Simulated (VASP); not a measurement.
# TiAl3 (Pm-3m) in VASP: notebook

The runs below take TiAl3 through single point, with PBEsol.

Everything below comes from runs of VASP 6.6.1. Logs are shortened: lines on timing, memory, paths and dates and some standing lists are left out, and cuts for length are marked.

## 1. The cell of the first run

The structure is cubic, space group Pm-3m (No. 221). Conventional cell: a = 3.875 Å, b = 3.875 Å, c = 3.875 Å, α = 90.00°, β = 90.00°, γ = 90.00°. Within 3.6 Å of Ti (site symmetry m-3m) lie 12 Al at 2.74 Å. Within 3.6 Å of Al (site symmetry 4/mmm) lie 4 Ti at 2.74 Å and 8 Al at 2.74 Å.

## 2. Single point, PBEsol (volume scaled by 0.94)

The input, INCAR:

```
ALGO = Fast
EDIFF = 1E-6
ENCUT = 520
GGA = PS
ISIF = 2
ISMEAR = -1
LASPH = T
LCHARG = F
LREAL = F
LWAVE = F
NBANDS = 18
NELM = 80
PREC = Accurate
SIGMA = 0.05
```

The input, KPOINTS:

```
k-points
0
Gamma
  7 7 7
```

The input, POSCAR:

```
TiAl3
1.0
    3.8749206071      0.0000000000      0.0000000000
    0.0000000000      3.8749206071      0.0000000000
    0.0000000000      0.0000000000      3.8749206071
Ti Al
1 3
Direct
    0.0000000000      0.0000000000      0.0000000000
    0.0000000000      0.5000000000      0.5000000000
    0.5000000000      0.0000000000      0.5000000000
    0.5000000000      0.5000000000      0.0000000000
```

Potentials or basis: VASP PAW PBE potentials, release 64 (Ti_sv, Al).

On the command line:

```
cat potpaw_PBE.64/Ti_sv/POTCAR potpaw_PBE.64/Al/POTCAR > POTCAR
mpirun -np 1 vasp_std > vasp.out
```

OUTCAR:

```text
EDIFF = 1E-6
   ENCUT = 520
   GGA = PS
   ISIF = 2
   ISMEAR = -1
   LASPH = T
   LREAL = F
   NELM = 80
   PREC = Accurate

 ion  position               nearest neighbor table
   1  0.000  0.000  0.000-   2 2.74   3 2.74   4 2.74   2 2.74   3 2.74   2 2.74   4 2.74   2 2.74
                             3 2.74   4 2.74   3 2.74   4 2.74
   2  0.000  0.500  0.500-   1 2.74   3 2.74   4 2.74   1 2.74   4 2.74   1 2.74   3 2.74   1 2.74
                             3 2.74   4 2.74   4 2.74   3 2.74
   3  0.500  0.000  0.500-   1 2.74   2 2.74   4 2.74   1 2.74   4 2.74   2 2.74   4 2.74   4 2.74
                             1 2.74   2 2.74   1 2.74   2 2.74
   4  0.500  0.500  0.000-   1 2.74   2 2.74   3 2.74   2 2.74   3 2.74   1 2.74   3 2.74   3 2.74
                             1 2.74   2 2.74   2 2.74   1 2.74

  LATTYP: Found a simple cubic cell.
 ALAT       =     3.8749206071

  Lattice vectors:

 A1 = (   3.8749206071,   0.0000000000,   0.0000000000)
 A2 = (   0.0000000000,   3.8749206071,   0.0000000000)
 A3 = (   0.0000000000,   0.0000000000,   3.8749206071)

Analysis of symmetry for initial positions (statically):
=====================================================================
 Subroutine PRICEL returns:
 Original cell was already a primitive cell.

 Routine SETGRP: Setting up the symmetry group for a
 simple cubic supercell.

 Subroutine GETGRP returns: Found 48 space group operations
 (whereof 48 operations were pure point group operations)
 out of a pool of 48 trial point group operations.

The static configuration has the point symmetry O_h .

Analysis of symmetry for dynamics (positions and initial velocities):
=====================================================================
 Subroutine PRICEL returns:
 Original cell was already a primitive cell.

 Routine SETGRP: Setting up the symmetry group for a
 simple cubic supercell.

 Subroutine GETGRP returns: Found 48 space group operations
 (whereof 48 operations were pure point group operations)
 out of a pool of 48 trial point group operations.

The dynamic configuration has the point symmetry O_h .

 Subroutine INISYM returns: Found 48 space group operations
 (whereof 48 operations are pure point group operations),
 and found     1 'primitive' translations
[... 83 lines left out ...]
   NGXF,Y,Z  is equivalent  to a cutoff of  25.74, 25.74, 25.74 a.u.
 SYSTEM =  unknown system
   PREC   = accura    normal or accurate (medium, high low for compatibility)
   ISTART =      0    job   : 0-new  1-cont  2-samecut
   ICHARG =      2    charge: 1-file 2-atom 10-const
   ISPIN  =      1    spin polarized calculation?
   LNONCOLLINEAR =      F non collinear calculations
   LSORBIT =      F    spin-orbit coupling
   LASPH  =      T    aspherical Exc in radial PAW
   ENCUT  =  520.0 eV  38.22 Ry    6.18 a.u.   7.20  7.20  7.20*2*pi/ulx,y,z
   NELM   =     80;   NELMIN=  2; NELMDL= -5     # of ELM steps
   EDIFF  = 0.1E-05   stopping-criterion for ELM
   LREAL  =      F    real-space projection
[... 7 lines left out ...]
   TEBEG  =    0.0;   TEEND  =   0.0 temperature during run
   PSTRESS=    0.0 pullay stress
   NELECT =      21.0000    total number of electrons
   NUPDOWN=      -1.0000    fix difference up-down
   EMIN   =  10.00;   EMAX   =-10.00  energy-range for DOS
   EFERMI =   0.00;   METHOD = LEGACY
   ISMEAR =    -1;   SIGMA  =   0.05  broadening in eV -4-tet -1-fermi 0-gaus
   EFERMI_NEDOS =   21; number of points for ismear=-14 and -15
   IALGO  =     68    algorithm
   IMIX   =      4    mixing-type and parameters
     AMIX     =   0.40;   BMIX     =  1.00
     AMIX_MAG =   1.60;   BMIX_MAG =  1.00
  volume/ion in A,a.u.               =      14.55        98.16
  Fermi-wavevector in a.u.,A,eV,Ry     =   1.165606  2.202676 18.485384  1.358637
  Thomas-Fermi vector in A             =   2.302130
   LORBIT       =      0    0 simple, 1 ext, 2 COOP (PROOUT), +10 PAW based schemes
   GGA     = PS    functional components
   LHFCALC =     F    Hartree Fock is set to
   AEXX    =    0.0000 exact exchange contribution
   IVDW    =     0    specifies the selected vdW correction
   LEPSILON=     F    determine dielectric tensor
   LRPA    =     F    only Hartree local field effects (RPA)
 non-spin polarized calculation
 RMM-DIIS sequential band-by-band and
  energy-cutoff  :      520.00
  volume of cell :       58.18
 maximum number of plane-waves:      1582
 NGX is ok and might be reduce to    30
   NGX = 15   NGY = 15   NGZ = 15

 number of electron      21.0000001 magnetization

 Free energy of the ion-electron system (eV)
  ---------------------------------------------------
  ext. energy  EPLUGINS =         0.00000000
  ---------------------------------------------------
  free energy    TOTEN  =       -22.05858899 eV

  energy without entropy =      -22.03626710  energy(sigma->0) =      -22.04742804

 E-fermi :   9.8094     XC(G=0): -11.1684

 val. band max:        9.6734933465   @ k =   0.1429   0.1429   0.0000
 cond. band min:       9.8406022593   @ k =   0.4286   0.2857   0.1429
 fundamental gap:      0.1671089129
 Fermi energy:         9.8094230474

 k-point     1 :       0.0000    0.0000    0.0000
  band No.  band energies     occupation
      1     -46.8341      2.00000
      2     -23.2602      2.00000
      3     -23.2602      2.00000
      4     -23.2602      2.00000
      5      -1.4590      2.00000
      6       6.4840      2.00000
[... 397 lines left out ...]
      5       3.2591      2.00000
      6       4.4327      2.00000
[... 10 lines left out ...]
     17      12.9248      0.00000
     18      20.0580      0.00000

------------------------ aborting loop because EDIFF is reached ----------------------------------------

  FORCE on cell =-STRESS in cart. coord.  units (eV):
  Direction    XX          YY          ZZ          XY          YZ          ZX
  --------------------------------------------------------------------------------------
  -------------------------------------------------------------------------------------
  Total        2.6081054      2.6081054      2.6081054      0.0000000      0.0000000     -0.0000000
  in kB       71.8203125     71.8203125     71.8203125      0.0000000      0.0000000     -0.0000000
  external PRESSURE =      71.8203125 kB  Pullay stress =       0.0000000 kB

 VOLUME and BASIS-vectors are now :
 -----------------------------------------------------------------------------
  energy-cutoff  :      520.00
  volume of cell :       58.18
      direct lattice vectors                 reciprocal lattice vectors
     3.874920607  0.000000000  0.000000000     0.258069804  0.000000000  0.000000000
     0.000000000  3.874920607  0.000000000     0.000000000  0.258069804  0.000000000
     0.000000000  0.000000000  3.874920607     0.000000000  0.000000000  0.258069804

 POSITION                                       TOTAL-FORCE (eV/Angst)
 -----------------------------------------------------------------------------------
      0.00000      0.00000      0.00000         0.000000      0.000000      0.000000
      0.00000      1.93746      1.93746         0.000000      0.000000      0.000000
      1.93746      0.00000      1.93746         0.000000      0.000000      0.000000
      1.93746      1.93746      0.00000         0.000000      0.000000      0.000000
 -----------------------------------------------------------------------------------
    total drift:                                0.000000     -0.000000      0.000000

  FREE ENERGIE OF THE ION-ELECTRON SYSTEM (eV)
  ---------------------------------------------------
  free  energy   TOTEN  =       -22.0585889900 eV

  energy  without entropy=      -22.0362670987  energy(sigma->0) =      -22.04742804
```

OSZICAR:

```text
N       E                     dE             d eps       ncg     rms          rms(c)
DAV:   1     0.117853377876E+03    0.11785E+03   -0.92416E+03   720   0.108E+03
DAV:   2    -0.156787075324E+02   -0.13353E+03   -0.12974E+03   748   0.285E+02
DAV:   3    -0.237935022214E+02   -0.81148E+01   -0.79246E+01  1078   0.649E+01
DAV:   4    -0.240320498265E+02   -0.23855E+00   -0.23757E+00   894   0.100E+01
[... 15 lines left out ...]
RMM:  20    -0.220585822083E+02   -0.46822E-05   -0.50278E-05   870   0.246E-02    0.703E-03
RMM:  21    -0.220585854505E+02   -0.32423E-05   -0.33192E-05   927   0.248E-02    0.377E-03
RMM:  22    -0.220585870647E+02   -0.16142E-05   -0.20042E-05   790   0.157E-02    0.192E-03
RMM:  23    -0.220585882814E+02   -0.12167E-05   -0.12915E-05   721   0.118E-02    0.987E-04
RMM:  24    -0.220585889900E+02   -0.70858E-06   -0.82593E-06   635   0.948E-03
   1 F= -.22058589E+02 E0= -.22047428E+02  d E =-.223219E-01
```

Run time: 20 s. Hardware: 1 thread of Intel Xeon 6975P-C (Granite Rapids), shared host; peak memory 0.16 GiB.

What came out:

| Quantity | Value |
| --- | --- |
| Free energy | -22.0586 eV |
| Pressure | 7.2 GPa |

Caveat: the PAW data sets were made with another functional, which shifts forces and pressure a little.

## 3. Single point, PBEsol (volume scaled by 0.98)

The input, INCAR:

```
SYSTEM = TiAl3
ALGO     = Normal         ! electronic algorithm
EDIFF    = 1E-6           ! SCF threshold, eV
ENCUT    = 520            ! plane-wave cutoff, eV
GGA      = PS             ! functional
ISIF     = 2              ! what is computed and relaxed
ISMEAR   = -1             ! smearing method
LASPH    = .TRUE.         ! aspherical terms in the spheres
LCHARG   = .FALSE.        ! write CHGCAR
LREAL    = .FALSE.        ! projectors in reciprocal space
LWAVE    = .FALSE.        ! write WAVECAR
NBANDS   = 18             ! bands
NELM     = 100            ! most SCF steps
PREC     = Accurate       ! precision mode
SIGMA    = 0.05           ! smearing width, eV
```

The input, KPOINTS:

```
k-points
0
G
  7 7 7
  0 0 0
```

The input, POSCAR:

```
TiAl3
1.0
    3.9291223209      0.0000000000      0.0000000000
    0.0000000000      3.9291223209      0.0000000000
    0.0000000000      0.0000000000      3.9291223209
Ti Al
1 3
Direct
    0.0000000000      0.0000000000      0.0000000000
    0.0000000000      0.5000000000      0.5000000000
    0.5000000000      0.0000000000      0.5000000000
    0.5000000000      0.5000000000      0.0000000000
```

Potentials or basis: VASP PAW PBE potentials, release 64 (Ti_sv, Al).

On the command line:

```
cat potpaw_PBE.64/Ti_sv/POTCAR potpaw_PBE.64/Al/POTCAR > POTCAR
mpirun -np 1 vasp_std > vasp.out
```

OUTCAR:

```text
SYSTEM = TiAl3
   EDIFF = 1E-6
   ENCUT = 520
   GGA = PS
   ISIF = 2
   ISMEAR = -1
   LASPH = .TRUE.
   LREAL = .FALSE.
   NELM = 100
   PREC = Accurate

 ion  position               nearest neighbor table
   1  0.000  0.000  0.000-   2 2.78   3 2.78   4 2.78   2 2.78   3 2.78   2 2.78   4 2.78   2 2.78
                             3 2.78   4 2.78   3 2.78   4 2.78
   2  0.000  0.500  0.500-   1 2.78   3 2.78   4 2.78   1 2.78   4 2.78   1 2.78   3 2.78   1 2.78
                             3 2.78   4 2.78   4 2.78   3 2.78
[... 617 lines left out ...]
  Direction    XX          YY          ZZ          XY          YZ          ZX
  --------------------------------------------------------------------------------------
  -------------------------------------------------------------------------------------
  Total        0.6317749      0.6317749      0.6317749      0.0000000      0.0000000      0.0000000
  in kB       16.6873090     16.6873090     16.6873090      0.0000000      0.0000000      0.0000000
  external PRESSURE =      16.6873090 kB  Pullay stress =       0.0000000 kB

 VOLUME and BASIS-vectors are now :
 -----------------------------------------------------------------------------
  energy-cutoff  :      520.00
  volume of cell :       60.66
      direct lattice vectors                 reciprocal lattice vectors
     3.929122321  0.000000000  0.000000000     0.254509765  0.000000000  0.000000000
     0.000000000  3.929122321  0.000000000     0.000000000  0.254509765  0.000000000
     0.000000000  0.000000000  3.929122321     0.000000000  0.000000000  0.254509765

 POSITION                                       TOTAL-FORCE (eV/Angst)
 -----------------------------------------------------------------------------------
      0.00000      0.00000      0.00000         0.000000      0.000000      0.000000
      0.00000      1.96456      1.96456         0.000000      0.000000      0.000000
      1.96456      0.00000      1.96456         0.000000      0.000000      0.000000
      1.96456      1.96456      0.00000         0.000000      0.000000      0.000000
 -----------------------------------------------------------------------------------
    total drift:                               -0.000000     -0.000000      0.000000

  FREE ENERGIE OF THE ION-ELECTRON SYSTEM (eV)
  ---------------------------------------------------
  free  energy   TOTEN  =       -22.1272087570 eV

  energy  without entropy=      -22.1038012912  energy(sigma->0) =      -22.11550502
```

OSZICAR:

```text
N       E                     dE             d eps       ncg     rms          rms(c)
DAV:   1     0.121003748491E+03    0.12100E+03   -0.91181E+03   720   0.109E+03
DAV:   2    -0.159323094697E+02   -0.13694E+03   -0.13297E+03   740   0.287E+02
DAV:   3    -0.239249526722E+02   -0.79926E+01   -0.79147E+01  1104   0.659E+01
DAV:   4    -0.241830255349E+02   -0.25807E+00   -0.25670E+00   868   0.103E+01
DAV:   5    -0.241900680555E+02   -0.70425E-02   -0.70404E-02  1054   0.177E+00    0.117E+01
DAV:   6    -0.230497378842E+02    0.11403E+01   -0.23507E+01  1004   0.357E+01    0.752E+00
DAV:   7    -0.222159652268E+02    0.83377E+00   -0.99346E+00   926   0.215E+01    0.350E+00
DAV:   8    -0.221785179942E+02    0.37447E-01   -0.12371E+00   926   0.840E+00    0.175E+00
DAV:   9    -0.221274301684E+02    0.51088E-01   -0.37337E-01   950   0.450E+00    0.283E-01
DAV:  10    -0.221295183334E+02   -0.20882E-02   -0.11052E-02   944   0.704E-01    0.370E-01
DAV:  11    -0.221273058757E+02    0.22125E-02   -0.75005E-03   970   0.567E-01    0.981E-02
DAV:  12    -0.221272088785E+02    0.96997E-04   -0.66859E-04   962   0.182E-01    0.534E-02
DAV:  13    -0.221272087570E+02    0.12155E-06   -0.89652E-06   794   0.234E-02
   1 F= -.22127209E+02 E0= -.22115505E+02  d E =-.234075E-01
```

It took 10 s on 1 thread of Intel Xeon 6975P-C (Granite Rapids), shared host; peak memory 0.16 GiB.

What came out:

```
Free energy : -22.1272 eV
Pressure    : 1.7 GPa
```

Caveat: the PAW data sets were made with another functional, which shifts forces and pressure a little.
